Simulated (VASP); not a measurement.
Here is a VASP 6.6.1 calculation.

Contents of INCAR:

```
SYSTEM = PtSe
PREC     = Accurate       ! precision mode
ENCUT    = 600            ! plane-wave cutoff, eV
EDIFF    = 1E-6           ! SCF threshold, eV
ISMEAR   = -1             ! smearing method
SIGMA    = 0.05           ! smearing width, eV
LREAL    = .FALSE.        ! projectors in reciprocal space
LASPH    = .TRUE.         ! aspherical terms in the spheres
NELM     = 80             ! most SCF steps
ALGO     = Normal         ! electronic algorithm
ISIF     = 3              ! what is computed and relaxed
LWAVE    = .FALSE.        ! write WAVECAR
LCHARG   = .FALSE.        ! write CHGCAR
GGA      = RE             ! functional
IBRION   = 2              ! ionic algorithm
NSW      = 60             ! ionic steps
EDIFFG   = -0.01          ! ionic threshold
```

Contents of KPOINTS:

```
regular mesh
0
G
  8 8 7
  0 0 0
```

File POSCAR:

```
PtSe
1.0
    3.7018703300      0.0000000000      0.0000000000
   -1.8509351600      3.2059137500      0.0000000000
    0.0000000000      0.0000000000      3.6128420300
Pt Se
1 1
Direct
    0.0000000000      0.0000000000      0.0000000000
    0.6666666667      0.3333333333      0.5000000000
```

Potentials or basis: VASP PAW PBE potentials, release 64 (Pt, Se).

Launch:

```bash
$ cat potpaw_PBE.64/Pt/POTCAR potpaw_PBE.64/Se/POTCAR > POTCAR
$ mpirun -np 1 vasp_std > vasp.out
```

(1) Estimate the relaxed cell.

(2) What does it give for the band gap on the k mesh?

Answers

(1) a = 3.765 Å, b = 3.765 Å, c = 3.187 Å, α = 90.00°, β = 90.00°, γ = 120.00°.

(2) zero (band 8 reaches 7.91 eV, above the bottom of band 9 at 7.09 eV).

Caveat: spin-orbit coupling is left out, which moves the levels of the heavy elements.
